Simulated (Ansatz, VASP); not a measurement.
**Two plane-wave programs on P**

```xyz
1
Lattice="2.3916 0.0000 0.0000 0.0000 2.3916 0.0000 0.0000 0.0000 2.3924" Properties=species:S:1:pos:R:3 pbc="T T T"
P     0.0000    0.0000    0.0000
```

Alike in both runs: task relaxation of cell and atoms; functional PBEsol; dispersion D3(BJ); k mesh 18 × 18 × 18; occupations gaussian, width 0.1 eV; no spin polarisation.

|  | VASP | Ansatz |
| --- | --- | --- |
| version | VASP 6.6.1 | Ansatz 0.2.0 |
| potentials or method | VASP PAW PBE potentials, release 64 (P), cutoff 600 eV | scalar-relativistic, plane waves, PAW |
| valence electrons in the cell | 5 | 5 |

|  | VASP | Ansatz | Ansatz less VASP |
| --- | --- | --- | --- |
| gap on the k mesh at the Fermi level, each at its own relaxed structure (eV) | none | none | - |
| relaxed volume (Å³/atom) | 13.67 | 13.66 | -0.007 |
| relaxed length of the cell vector where the two differ most in proportion (Å) | 2.391 | 2.390 | -0.0004 |

VASP's potentials were made for PBE, not for PBEsol. A gap of «none» marks a metal or a gap that the smearing closes.
